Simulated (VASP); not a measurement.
**Ba16B (a cell with a defect): single point with PBE**

System: Ba16B (a cell with a defect).

```xyz
17
Lattice="10.0400 0.0000 0.0000 0.0000 10.0400 0.0000 0.0000 0.0000 10.0400" Properties=species:S:1:pos:R:3 pbc="T T T"
Ba    0.4038    0.3158    0.0000
Ba    4.7450    0.2122    0.0000
Ba    0.4127    4.6990    0.0000
Ba   -0.0644   -0.0264    5.0200
Ba    2.6430    2.5084    2.7699
Ba    4.7460    4.8164    0.0000
Ba    5.2156   -0.1400    5.0201
Ba    7.5267    2.5108    2.4981
Ba   -0.0616    5.0485    5.0200
Ba    2.5083    7.5335    2.6334
Ba    2.6429    2.5084    7.2703
Ba    5.2146    5.1617    5.0201
Ba    7.6421    7.5294    2.3211
Ba    7.5267    2.5108    7.5420
Ba    2.5083    7.5335    7.4066
Ba    7.6421    7.5294    7.7190
B     2.7394    2.5257   -0.0002
```

* Program: VASP 6.6.1
* Task: single point
* Functional: PBE
* Potentials or basis: VASP PAW PBE potentials, release 64 (Ba_sv, B)
* Cutoff: 420 eV
* k mesh: 2 × 2 × 2
* Occupations: gaussian, width 0.1 eV
* Spin: no spin polarisation

* Pressure: 0.2 GPa
* Largest force: 0.115 eV/Å
* Band gap on the k mesh: zero (an odd number of electrons rules out a gap without spin polarisation)

Forces in eV/Å, atoms in the order of the input:
```
Ba  -0.037 -0.033  0.000
Ba   0.037 -0.051  0.000
Ba  -0.046  0.041  0.000
Ba   0.000  0.007  0.000
Ba  -0.001  0.001  0.114
Ba   0.038  0.050  0.000
Ba  -0.002  0.009  0.000
Ba   0.010 -0.002  0.003
Ba  -0.001 -0.007  0.000
Ba   0.001 -0.002 -0.015
Ba  -0.001  0.001 -0.115
Ba  -0.002 -0.009  0.000
Ba   0.000  0.001 -0.011
Ba   0.010 -0.002 -0.003
Ba   0.001 -0.002  0.015
Ba   0.000  0.001  0.011
B   -0.004 -0.006  0.001
```

Stress tensor (GPa, compression positive):
```
0.05 0.00 0.00
0.00 0.04 0.00
0.00 0.00 0.53
```

Levels at points of the mesh, in eV from the Fermi level:
```tsv
k point	band 80	band 81	band 82	band 83	band 84	band 85
(0.00, 0.00, 0.00)	-0.14	-0.07	-0.02	0.01	0.34	0.35
(0.50, 0.00, 0.00)	-0.35	-0.32	-0.27	0.01	0.11	0.12
(0.00, 0.50, 0.00)	-0.36	-0.32	-0.27	-0.07	0.12	0.17
(0.00, 0.00, 0.50)	-0.35	-0.31	-0.14	0.05	0.15	0.21
(0.50, 0.50, 0.00)	-0.24	-0.06	0.00	0.08	0.09	0.14
(0.00, 0.50, 0.50)	-0.33	-0.05	-0.01	0.06	0.07	0.07
(0.50, 0.00, 0.50)	-0.35	-0.04	0.00	0.01	0.08	0.17
(0.50, 0.50, 0.50)	0.09	0.13	0.17	0.17	0.17	0.20
```

Wall time 15 min on 1 thread of Intel(R) Xeon(R) Platinum 8488C (Sapphire Rapids) (shared host), peak memory 0.88 GiB.

Caveat: spin-orbit coupling is left out, which moves the levels of the heavy elements.
